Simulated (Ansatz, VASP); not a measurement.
One calculation of YMg2O2, two programs

```
Y Mg O
1.0
    -2.72112    2.72112    2.59102
     2.72112   -2.72112    2.59102
     2.72112    2.72112   -2.59102
Y Mg O
1 2 2
Direct
  0.50000 0.50000 0.00000
  0.50000 0.00000 0.50000
  0.00000 0.50000 0.50000
  0.87230 0.87230 0.00000
  0.12770 0.12770 0.00000
```

Alike in both runs: task single point; functional PBE; k mesh 4 × 4 × 4; occupations gaussian, width 0.1 eV; no spin polarisation.

|  | VASP | Ansatz |
| --- | --- | --- |
| version | VASP 6.6.1 | Ansatz 0.2.0 |
| potentials or method | VASP PAW PBE potentials, release 64 (Y_sv, Mg, O), cutoff 520 eV | scalar-relativistic, plane waves, PAW |
| valence electrons in the cell | 27 | 43 |

```csv
,VASP,Ansatz,Ansatz less VASP
gap on the k mesh at the Fermi level (eV),none,none,-
rms of the force components (eV/Å),0.216,0.340,+0.1233
```

Atom by atom the forces differ by 0.123 eV/Å (rms over components). A gap of «none» marks a metal or a gap that the smearing closes. One of these differences is far larger than is usual between the two programs; its cause wasn't traced. VASP's potentials hold 27 valence electrons a cell and Ansatz's 43, so a difference there can come from the potentials and not from the codes.

The k mesh is coarse, so the values compare programs but aren't converged.
